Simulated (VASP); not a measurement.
Here is a VASP 6.6.1 calculation.

Contents of INCAR:

```
PREC = Accurate ; ENCUT = 520
EDIFF = 1E-6 ; ISMEAR = -1
SIGMA = 0.1 ; LREAL = F
LASPH = T ; NELM = 60
ALGO = Normal ; ISIF = 2
LWAVE = F ; LCHARG = T
GGA = PS ; LELF = T
LVHAR = T ; NBANDS = 21
```

Contents of KPOINTS:

```
Automatic mesh
0
Gamma
  9 9 4
```

POSCAR

```
TiH
1.0
    2.8389714824      0.0000000000      0.0000000000
   -1.4194857412      2.4586214244      0.0000000000
    0.0000000000      0.0000000000      5.1773584953
Ti H
2 2
Direct
    0.0000000000      0.0000000000      0.0000000000
    0.0000000000      0.0000000000      0.5000000000
    0.6666666667      0.3333333333      0.7500000000
    0.3333333333      0.6666666667      0.2500000000
```

Potentials or basis: VASP PAW PBE potentials, release 64 (Ti_sv, H).

Run with:

```console
$ cat potpaw_PBE.64/Ti_sv/POTCAR potpaw_PBE.64/H/POTCAR > POTCAR
$ mpirun -np 1 vasp_std > vasp.out
```

Question: What does it give for the band gap on the k mesh?

Answer: Zero (band 13 reaches 9.78 eV, above the bottom of band 14 at 8.70 eV).

Question: Predict the pressure.

Answer: -0.1 GPa.

Stress tensor (GPa, compression positive):
```
-0.12  0.00  0.00
 0.00 -0.12  0.00
 0.00  0.00 -0.03
```

Caveat: the PAW data sets were made with another functional, which shifts forces and pressure a little.
